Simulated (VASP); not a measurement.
# ZnS (Cm) in VASP: further runs

ZnS is run at these levels: PBE; tasks: single point.

All numbers are computed with VASP 6.6.1; they aren't measurements. Logs are shortened: lines on timing, memory, paths and dates and some standing lists are left out, and cuts for length are marked.

### 1 The cell of the first run

The structure is monoclinic, space group Cm (No. 8). The conventional cell has a = 7.698 Å, b = 7.698 Å, c = 5.443 Å, α = 90.00°, β = 90.00°, γ = 90.00°. Within 2.8 Å of Zn (site symmetry m) lie 4 S at 2.15 to 2.58 Å. Within 3.1 Å of Zn (site symmetry m) lie 4 S at 2.36 Å. Within 3.1 Å of Zn (site symmetry 1) lie 4 S at 2.36 Å. S (site symmetry m) has 4 Zn at 2.36 to 2.58 Å within 3.1 Å. S (site symmetry m) has 4 Zn at 2.15 to 2.36 Å within 2.8 Å. S (site symmetry 1) has 4 Zn at 2.36 to 2.37 Å within 3.1 Å.

### 2 Single point, PBE (atom 1 (Zn) moved +0.263 Å along Cartesian [1 -1 0])

INCAR reads:

```
SYSTEM = ZnS
  PREC = Accurate
  ENCUT = 520
  EDIFF = 1E-6
  ISMEAR = 0
  SIGMA = 0.05
  LREAL = .FALSE.
  LASPH = .TRUE.
  NELM = 80
  ALGO = Normal
  ISIF = 2
  LWAVE = .FALSE.
  LCHARG = .FALSE.
  GGA = PE
  NBANDS = 46
```

KPOINTS reads:

```
regular mesh
0
G
  6 6 6
  0 0 0
```

POSCAR reads:

```
ZnS
1.0
    5.4431279680      0.0000000000      0.0000000000
    0.0000000000     -5.4431279680      0.0000000000
    0.0000000000      0.0000000000     -5.4431279680
Zn S
4 4
Direct
    0.0341008940      0.0341008940      0.0000000000
    0.5000000000      0.5000000000      0.0000000000
    0.5000000000      0.0000000000      0.5000000000
    0.0000000000      0.5000000000      0.5000000000
    0.7500000000      0.7500000000      0.7500000000
    0.2500000000      0.2500000000      0.7500000000
    0.2500000000      0.7500000000      0.2500000000
    0.7500000000      0.2500000000      0.2500000000
```

Potentials or basis: VASP PAW PBE potentials, release 64 (Zn, S).

On the command line:

```sh
cat potpaw_PBE.64/Zn/POTCAR potpaw_PBE.64/S/POTCAR > POTCAR
mpirun -np 1 vasp_std > vasp.out
```

OUTCAR:

```text
SYSTEM = ZnS
   PREC = Accurate
   ENCUT = 520
   EDIFF = 1E-6
   ISMEAR = 0
   LREAL = .FALSE.
   LASPH = .TRUE.
   NELM = 80
   ISIF = 2
   GGA = PE

 ion  position               nearest neighbor table
   1  0.034  0.034  0.000-   6 2.15   7 2.37   8 2.37   5 2.58
   2  0.500  0.500  0.000-   5 2.36   6 2.36   7 2.36   8 2.36
   3  0.500  0.000  0.500-   5 2.36   6 2.36   7 2.36   8 2.36
   4  0.000  0.500  0.500-   5 2.36   6 2.36   7 2.36   8 2.36
   5  0.750  0.750  0.750-   2 2.36   3 2.36   4 2.36   1 2.58
   6  0.250  0.250  0.750-   1 2.15   2 2.36   3 2.36   4 2.36
   7  0.250  0.750  0.250-   2 2.36   3 2.36   4 2.36   1 2.37
   8  0.750  0.250  0.250-   2 2.36   3 2.36   4 2.36   1 2.37

  LATTYP: Found a simple cubic cell.
 ALAT       =     5.4431279680

  Lattice vectors:

 A1 = (   5.4431279680,   0.0000000000,   0.0000000000)
 A2 = (   0.0000000000,  -5.4431279680,   0.0000000000)
 A3 = (   0.0000000000,   0.0000000000,  -5.4431279680)

Analysis of symmetry for initial positions (statically):
=====================================================================
 Subroutine PRICEL returns:
 Original cell was already a primitive cell.

 Routine SETGRP: Setting up the symmetry group for a
 simple cubic supercell.

 Subroutine GETGRP returns: Found  2 space group operations
 (whereof  2 operations were pure point group operations)
 out of a pool of 48 trial point group operations.

The static configuration has the point symmetry C_1h.

Analysis of symmetry for dynamics (positions and initial velocities):
=====================================================================
 Subroutine PRICEL returns:
 Original cell was already a primitive cell.

 Routine SETGRP: Setting up the symmetry group for a
 simple cubic supercell.

 Subroutine GETGRP returns: Found  2 space group operations
 (whereof  2 operations were pure point group operations)
 out of a pool of 48 trial point group operations.

The dynamic configuration has the point symmetry C_1h.

 Subroutine INISYM returns: Found  2 space group operations
 (whereof  2 operations are pure point group operations),
 and found     1 'primitive' translations

----------------------------------------------------------------------------------------

                                     Primitive cell

  volume of cell :     161.2670

  direct lattice vectors                    reciprocal lattice vectors
     5.443127968  0.000000000  0.000000000     0.183717893  0.000000000  0.000000000
     0.000000000 -5.443127968  0.000000000     0.000000000 -0.183717893  0.000000000
     0.000000000  0.000000000 -5.443127968     0.000000000  0.000000000 -0.183717893

  length of vectors
     5.443127968  5.443127968  5.443127968     0.183717893  0.183717893  0.183717893

  position of ions in fractional coordinates (direct lattice)
     0.034100894  0.034100894  0.000000000
     0.500000000  0.500000000  0.000000000
     0.500000000  0.000000000  0.500000000
     0.000000000  0.500000000  0.500000000
     0.750000000  0.750000000  0.750000000
     0.250000000  0.250000000  0.750000000
     0.250000000  0.750000000  0.250000000
     0.750000000  0.250000000  0.250000000

  ion indices of the primitive-cell ions
   primitive index   ion index
                 1           1
                 2           2
                 3           3
                 4           4
                 5           5
                 6           6
                 7           7
                 8           8

----------------------------------------------------------------------------------------

 KPOINTS: regular mesh

Automatic generation of k-mesh.
 Grid dimensions read from file:
 generate k-points for:    6    6    6

 Generating k-lattice:

  Cartesian coordinates                     Fractional coordinates (reciprocal lattice)
     0.030619649  0.000000000  0.000000000     0.166666667  0.000000000  0.000000000
     0.000000000 -0.030619649  0.000000000     0.000000000  0.166666667  0.000000000
     0.000000000  0.000000000 -0.030619649     0.000000000  0.000000000  0.166666667

  Length of vectors
     0.030619649  0.030619649  0.030619649

  Shift w.r.t. Gamma in fractional coordinates (k-lattice)
     0.000000000  0.000000000  0.000000000

 Subroutine IBZKPT returns following result:
 ===========================================

 Found     68 irreducible k-points:

 Following reciprocal coordinates:
            Coordinates               Weight
  0.000000  0.000000  0.000000      1.000000
  0.166667  0.000000  0.000000      4.000000
  0.000000  0.000000  0.166667      2.000000
  0.333333  0.000000  0.000000      4.000000
  0.000000  0.000000  0.333333      2.000000
  0.500000  0.000000  0.000000      2.000000
[... 16 lines left out ...]
 -0.333333  0.333333  0.000000      2.000000
 -0.333333  0.000000  0.333333      4.000000
 [... further k-points ...]
   k-points           NKPTS =     68   k-points in BZ     NKDIM =     68   number of bands    NBANDS=     46
   number of dos      NEDOS =    301   number of ions     NIONS =      8
   total plane-waves  NPLWV =  64000
   dimension x,y,z NGX =    40 NGY =   40 NGZ =   40
   dimension x,y,z NGXF=    80 NGYF=   80 NGZF=   80
   ions per type =               4   4
   NGX,Y,Z   is equivalent  to a cutoff of  12.22, 12.22, 12.22 a.u.
   NGXF,Y,Z  is equivalent  to a cutoff of  24.43, 24.43, 24.43 a.u.
 SYSTEM =  ZnS
   PREC   = accura    normal or accurate (medium, high low for compatibility)
   ISTART =      0    job   : 0-new  1-cont  2-samecut
   ICHARG =      2    charge: 1-file 2-atom 10-const
   ISPIN  =      1    spin polarized calculation?
   LNONCOLLINEAR =      F non collinear calculations
   LSORBIT =      F    spin-orbit coupling
   LASPH  =      T    aspherical Exc in radial PAW
   ENCUT  =  520.0 eV  38.22 Ry    6.18 a.u.  10.12 10.12 10.12*2*pi/ulx,y,z
   NELM   =     80;   NELMIN=  2; NELMDL= -5     # of ELM steps
   EDIFF  = 0.1E-05   stopping-criterion for ELM
   LREAL  =      F    real-space projection
   EDIFFG = 0.1E-04   stopping-criterion for IOM
   NSW    =      0    number of steps for IOM
   IBRION =     -1    ionic relax: 0-MD 1-quasi-New 2-CG
   NFREE  =      0    steps in history (QN), initial steepest desc. (CG)
   ISIF   =      2    stress and relaxation
   ISYM   =      2    0-nonsym 1-usesym 2-fastsym
   POTIM  = 0.5000    time-step for ionic-motion
   TEBEG  =    0.0;   TEEND  =   0.0 temperature during run
   PSTRESS=    0.0 pullay stress
   NELECT =      72.0000    total number of electrons
   NUPDOWN=      -1.0000    fix difference up-down
   EMIN   =  10.00;   EMAX   =-10.00  energy-range for DOS
   EFERMI =   0.00;   METHOD = LEGACY
   ISMEAR =     0;   SIGMA  =   0.05  broadening in eV -4-tet -1-fermi 0-gaus
   EFERMI_NEDOS =   21; number of points for ismear=-14 and -15
   IALGO  =     38    algorithm
   IMIX   =      4    mixing-type and parameters
     AMIX     =   0.40;   BMIX     =  1.00
     AMIX_MAG =   1.60;   BMIX_MAG =  1.00
  volume/ion in A,a.u.               =      20.16       136.04
  Fermi-wavevector in a.u.,A,eV,Ry     =   1.251230  2.364482 21.300959  1.565576
  Thomas-Fermi vector in A             =   2.385187
   LORBIT       =      0    0 simple, 1 ext, 2 COOP (PROOUT), +10 PAW based schemes
   GGA     = PE    functional components
   LHFCALC =     F    Hartree Fock is set to
   AEXX    =    0.0000 exact exchange contribution
   IVDW    =     0    specifies the selected vdW correction
   LEPSILON=     F    determine dielectric tensor
   LRPA    =     F    only Hartree local field effects (RPA)
 non-spin polarized calculation
 Gauss-broadening in eV      SIGMA  =   0.05
  energy-cutoff  :      520.00
  volume of cell :      161.27
 maximum number of plane-waves:      4385
   NGX = 21   NGY = 21   NGZ = 21

 number of electron      71.9999967 magnetization

 Free energy of the ion-electron system (eV)
  ---------------------------------------------------
  ext. energy  EPLUGINS =         0.00000000
  ---------------------------------------------------
  free energy    TOTEN  =       -27.18169002 eV

  energy without entropy =      -27.18169002  energy(sigma->0) =      -27.18169002

 E-fermi :   2.1681     XC(G=0):  -9.5277

 val. band max:        1.9690755628   @ k =   0.0000   0.0000   0.0000
 cond. band min:       3.9078037563   @ k =   0.0000   0.0000   0.0000
 fundamental gap:      1.9387281935
 Fermi energy:         2.1680682734

 k-point     1 :       0.0000    0.0000    0.0000
  band No.  band energies     occupation
      1     -11.1756      2.00000
      2     -10.1587      2.00000
      3      -9.8898      2.00000
      4      -9.6378      2.00000
      5      -4.5707      2.00000
      6      -4.4606      2.00000
[... 38 lines left out ...]
     45       8.3390      0.00000
     46       8.4099      0.00000

 k-point     2 :       0.1667    0.0000    0.0000
  band No.  band energies     occupation
      1     -11.1157      2.00000
      2     -10.1798      2.00000
      3      -9.9355      2.00000
      4      -9.6545      2.00000
      5      -4.5635      2.00000
      6      -4.4523      2.00000
[... 38 lines left out ...]
     45       8.6144      0.00000
     46       8.6661      0.00000

 k-point     3 :       0.0000    0.0000    0.1667
  band No.  band energies     occupation
      1     -11.1126      2.00000
      2     -10.2087      2.00000
      3      -9.8884      2.00000
      4      -9.6760      2.00000
      5      -4.5598      2.00000
      6      -4.4365      2.00000
[... 1018 lines left out ...]
     45       8.9253      0.00000
     46       8.9634      0.00000

 k-point    24 :      -0.3333    0.0000    0.3333
  band No.  band energies     occupation
      1     -10.7837      2.00000
      2     -10.3173      2.00000
      3     -10.0623      2.00000
      4      -9.7933      2.00000
      5      -4.5253      2.00000
      6      -4.3699      2.00000
[... 38 lines left out ...]
     45       8.7266      0.00000
     46       8.9477      0.00000

 [... further k-points ...]

------------------------ aborting loop because EDIFF is reached ----------------------------------------

  FORCE on cell =-STRESS in cart. coord.  units (eV):
  Direction    XX          YY          ZZ          XY          YZ          ZX
  --------------------------------------------------------------------------------------
  -------------------------------------------------------------------------------------
  Total        0.6136305      0.6136305      1.0481843     -0.7019516     -1.0718345      1.0718349
  in kB        6.0963779      6.0963779     10.4136411     -6.9738424    -10.6486043     10.6486081
  external PRESSURE =       7.5354656 kB  Pullay stress =       0.0000000 kB

 VOLUME and BASIS-vectors are now :
 -----------------------------------------------------------------------------
  energy-cutoff  :      520.00
  volume of cell :      161.27
      direct lattice vectors                 reciprocal lattice vectors
     5.443127968  0.000000000  0.000000000     0.183717893  0.000000000  0.000000000
     0.000000000 -5.443127968  0.000000000     0.000000000 -0.183717893  0.000000000
     0.000000000  0.000000000 -5.443127968     0.000000000  0.000000000 -0.183717893

 POSITION                                       TOTAL-FORCE (eV/Angst)
 -----------------------------------------------------------------------------------
      0.18562     -0.18562      0.00000        -1.297533      1.297533     -0.764768
      2.72156     -2.72156      0.00000         0.220791     -0.220791      0.011714
      2.72156      0.00000     -2.72156         0.217740      0.269262     -0.005243
      0.00000     -2.72156     -2.72156        -0.269262     -0.217740     -0.005243
      4.08235     -4.08235     -4.08235         0.256378     -0.256378     -0.213352
      1.36078     -1.36078     -4.08235         0.802842     -0.802842      0.887993
      1.36078     -4.08235     -1.36078        -0.013617     -0.082660      0.044449
      4.08235     -1.36078     -1.36078         0.082660      0.013617      0.044449
 -----------------------------------------------------------------------------------
    total drift:                               -0.000827      0.000827      0.000007

  FREE ENERGIE OF THE ION-ELECTRON SYSTEM (eV)
  ---------------------------------------------------
  free  energy   TOTEN  =       -27.1816900232 eV

  energy  without entropy=      -27.1816900231  energy(sigma->0) =      -27.18169002
```

It took 5.5 min on 1 thread of Intel Xeon Platinum 8375C at 2.90GHz (Ice Lake), shared host; peak memory 0.5 GiB.

Results:

```yaml
Free_energy: -27.1817 eV
Pressure: 0.8 GPa
Largest_force: 1.988 eV/Å
Band_gap_on_the_k_mesh: 1.94 eV
```

Forces on the atoms (eV/Å):
```
Zn  -1.298  1.298 -0.765
Zn   0.221 -0.221  0.012
Zn   0.218  0.269 -0.005
Zn  -0.269 -0.218 -0.005
S    0.256 -0.256 -0.213
S    0.803 -0.803  0.888
S   -0.014 -0.083  0.044
S    0.083  0.014  0.044
```

Caveat: the cell differs from its parent crystal (atom 1 (Zn) moved +0.263 Å along Cartesian [1 -1 0]); forces of over 1 eV/Å act on the atoms, so gaps and moduli don't describe the material at rest.

[end of part 1 of 2]
